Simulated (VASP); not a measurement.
Set up this calculation in VASP 6.6.1, as the native input.

| Property | Result |
| --- | --- |
| Task | relaxation of cell and atoms |
| Functional | PBE |
| Potentials or basis | VASP PAW PBE potentials, release 64 (Al, B, N) |
| Cutoff | 600 eV |
| k mesh | 3 × 3 × 3 |
| Occupations | gaussian, width 0.15 eV |
| Spin | no spin polarisation |
| Dipole correction | no |
| Further INCAR settings | ALGO = Normal; EDIFF = 1e-07; IBRION = 2; EDIFFG = -0.08; NSW = 36; ISIF = 3 |

The structure of Al3BN2 lies in POSCAR:

```
Al3BN2
1.0
    2.7384453900      1.5810421900      3.5360895200
   -2.7384453900      1.5810421900      3.5360895200
    0.0000000000     -3.1620843700      3.5360895200
Al B N
3 1 2
Direct
    0.7944582000      0.7944582000      0.7944582000
    0.2055418000      0.2055418000      0.2055418000
    0.0000000000      0.0000000000      0.0000000000
    0.5000000000      0.5000000000      0.5000000000
    0.3820227700      0.3820227700      0.3820227700
    0.6179772300      0.6179772300      0.6179772300
```

The cell was generated, and may not be a known phase.

The input as run:

INCAR

```
SYSTEM = Al3BN2
PREC = Accurate ; ENCUT = 600
EDIFF = 1E-7 ; ISMEAR = 0
SIGMA = 0.15 ; LREAL = .FALSE.
LASPH = .TRUE. ; NELM = 120
ALGO = Normal ; ISIF = 3
LWAVE = .FALSE. ; LCHARG = .FALSE.
GGA = PE ; IBRION = 2
NSW = 36 ; EDIFFG = -0.08
GGA_COMPAT = .FALSE. ; NELMIN = 4
```

KPOINTS

```
Automatic mesh
0
G
  3 3 3
  0 0 0
```

Potentials or basis: VASP PAW PBE potentials, release 64 (Al, B, N).

Launch:

```bash
$ cat potpaw_PBE.64/Al/POTCAR potpaw_PBE.64/B/POTCAR potpaw_PBE.64/N/POTCAR > POTCAR
$ mpirun -np 1 vasp_std > vasp.out
```

Results of the run:

The relaxed volume is 12.43 Å³/atom, the relaxed cell is a = 4.707 Å, b = 4.707 Å, c = 4.707 Å, α = 60.51°, β = 60.51°, γ = 60.51° and the space group after relaxing (to 0.1 Å) is R-3m (No. 166). The pressure after relaxing is 0.0 GPa. The largest force after relaxing is 0.014 eV/Å. The band gap on the k mesh is zero (bands 11 and 12 overlap by 1.66 eV).

Caveat: the k points lie up to 0.54 Å⁻¹ apart in the final cell, too coarse for converged energies and pressures of a metal; the volume moved by over 15 % at a fixed basis, so the end points are rough.

Run time: 5.3 min on 1 thread of Intel(R) Xeon(R) Platinum 8259CL CPU @ 2.50GHz (Skylake/Cascade Lake), with other jobs on the host, peak memory 0.24 GiB.
